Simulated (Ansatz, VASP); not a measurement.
# InSe: VASP beside Ansatz

INCAR

```
SYSTEM = InSe
PREC     = Accurate       ! precision mode
ENCUT    = 520            ! plane-wave cutoff, eV
EDIFF    = 1E-6           ! SCF threshold, eV
ISMEAR   = -1             ! smearing method
SIGMA    = 0.05           ! smearing width, eV
LREAL    = .FALSE.        ! projectors in reciprocal space
LASPH    = .TRUE.         ! aspherical terms in the spheres
NELM     = 80             ! most SCF steps
ALGO     = Normal         ! electronic algorithm
ISIF     = 2              ! what is computed and relaxed
LWAVE    = .FALSE.        ! write WAVECAR
LCHARG   = .FALSE.        ! write CHGCAR
GGA      = CA             ! functional
NBANDS   = 48             ! bands
```

The input KPOINTS:

```
regular mesh
0
G
  6 6 2
  0 0 0
```

The input POSCAR:

```
InSe
1.0
    4.0473293151      0.0000000000      0.0000000000
   -2.0236646576      3.5050900044      0.0000000000
    0.0000000000      0.0000000000     18.0520649100
In Se
4 4
Direct
    0.3333333333      0.6666666667      0.0773904900
    0.3333333333      0.6666666667      0.9226095100
    0.0000000000      0.0000000000      0.4226063200
    0.0000000000      0.0000000000      0.5773936800
    0.3333333333      0.6666666667      0.3529842800
    0.3333333333      0.6666666667      0.6470157200
    0.6666666667      0.3333333333      0.1469999300
    0.6666666667      0.3333333333      0.8530000700
```

The input input.yaml:

```yaml
crystal:
  lattice:
    - [4.0473293151, 0.0, 0.0]
    - [-2.0236646576, 3.5050900044, 0.0]
    - [0.0, 0.0, 18.05206491]
  atoms:
    - { symbol: In, position: [0.3333333333, 0.6666666667, 0.07739049] }
    - { symbol: In, position: [0.3333333333, 0.6666666667, 0.92260951] }
    - { symbol: In, position: [0.0, 0.0, 0.42260632] }
    - { symbol: In, position: [0.0, 0.0, 0.57739368] }
    - { symbol: Se, position: [0.3333333333, 0.6666666667, 0.35298428] }
    - { symbol: Se, position: [0.3333333333, 0.6666666667, 0.64701572] }
    - { symbol: Se, position: [0.6666666667, 0.3333333333, 0.14699993] }
    - { symbol: Se, position: [0.6666666667, 0.3333333333, 0.85300007] }
hamiltonian:
  xc: lda
  pseudopotentials: { kind: paw }
kpoints:
  mp_grid: { grid: [6, 6, 2] }
  band_path:
    path:
      - [[0.0, 0.0, 0.0], [0.5, 0.0, 0.0], [0.3333333333, 0.3333333333, 0.0], [0.0, 0.0, 0.0], [0.0, 0.0, 0.5], [0.5, 0.0, 0.5], [0.3333333333, 0.3333333333, 0.5], [0.0, 0.0, 0.5]]
      - [[0.5, 0.0, 0.5], [0.5, 0.0, 0.0]]
      - [[0.3333333333, 0.3333333333, 0.0], [0.3333333333, 0.3333333333, 0.5]]
    npoints: 10
scf:
  occupations: { method: fermi_dirac, width: 0.05 }
  n_extra_bands: 20
output:
  forces: true
  stress: true
  eigenvalues: true
  fatbands: true
```

Alike in both runs: functional LDA; k mesh 6 × 6 × 2; occupations fermi-dirac, width 0.05 eV; no spin polarisation.

|  | VASP | Ansatz |
| --- | --- | --- |
| version | VASP 6.6.1 | Ansatz 0.2.0 |
| potentials or method | VASP PAW LDA potentials, release 64 (In_d, Se) | Ansatz PAW |
| plane-wave cutoff (eV) | 520 | 420 |
| valence electrons in the cell | 76 | 116 |
| task | single point | band structure |

```csv
,VASP,Ansatz,Ansatz less VASP
gap on the k mesh at the Fermi level (eV),0.51,0.50,-0.012
least direct gap on the mesh (eV),0.51,0.50,-0.012
pressure (GPa),-2.2,-2.3,-0.09
"traceless stress, the component that is largest in VASP (GPa)",0.12,0.12,-0.008
rms of the force components (eV/Å),0.053,0.063,+0.0101
```

LDA's correlation is that of Perdew and Zunger in VASP and of Perdew and Wang (1992) in Ansatz. Atom by atom the forces differ by 0.012 eV/Å (rms over components). VASP's potentials hold 76 valence electrons a cell and Ansatz's 116, so a difference there can come from the potentials and not from the codes.
